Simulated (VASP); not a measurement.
A run of VASP 6.6.1 is set up as follows.

Contents of INCAR:

```
PREC = Accurate
ENCUT = 520
EDIFF = 1E-6
ISMEAR = 0
SIGMA = 0.02
LREAL = False
LASPH = True
NELM = 80
ALGO = Normal
ISIF = 2
LWAVE = False
LCHARG = True
GGA = PE
LELF = True
LVHAR = True
NBANDS = 44
```

Contents of KPOINTS:

```
Automatic mesh
0
Gamma
  6 6 4
```

POSCAR

```
SiO2
1.0
    5.0993030208      0.0000000000      0.0000000000
   -2.5496515104      4.4161259576      0.0000000000
    0.0000000000      0.0000000000      8.6285745866
Si O
4 8
Direct
    0.6666666667      0.3333333333      0.9372042429
    0.6666666667      0.3333333333      0.5627957571
    0.3333333333      0.6666666667      0.0627957571
    0.3333333333      0.6666666667      0.4372042429
    0.0000000000      0.4173773689      0.0000000000
    0.4173773689      0.4173773689      0.5000000000
    0.5826226311      0.0000000000      0.5000000000
    0.5826226311      0.5826226311      0.0000000000
    0.0000000000      0.5826226311      0.5000000000
    0.6666666667      0.3333333333      0.7500000000
    0.3333333333      0.6666666667      0.2500000000
    0.4173773689      0.0000000000      0.0000000000
```

Potentials or basis: VASP PAW PBE potentials, release 64 (Si, O).

Launch:

```sh
$ cat potpaw_PBE.64/Si/POTCAR potpaw_PBE.64/O/POTCAR > POTCAR
$ mpirun -np 1 vasp_std > vasp.out
```

Predict the band gap on the k mesh.

5.46 eV (least direct gap 5.51 eV).

Predict the pressure.

0.1 GPa.

Forces in eV/Å, atoms in the order of the input:
```
Si   0.000  0.000 -0.011
Si   0.000  0.000  0.011
Si   0.000  0.000  0.011
Si   0.000  0.000 -0.011
O   -0.003  0.005  0.000
O    0.003  0.005  0.000
O   -0.005  0.000  0.000
O   -0.003 -0.005  0.000
O    0.003 -0.005  0.000
O    0.000  0.000  0.000
O    0.000  0.000  0.000
O    0.005  0.000  0.000
```

A k mesh can miss the band edges.
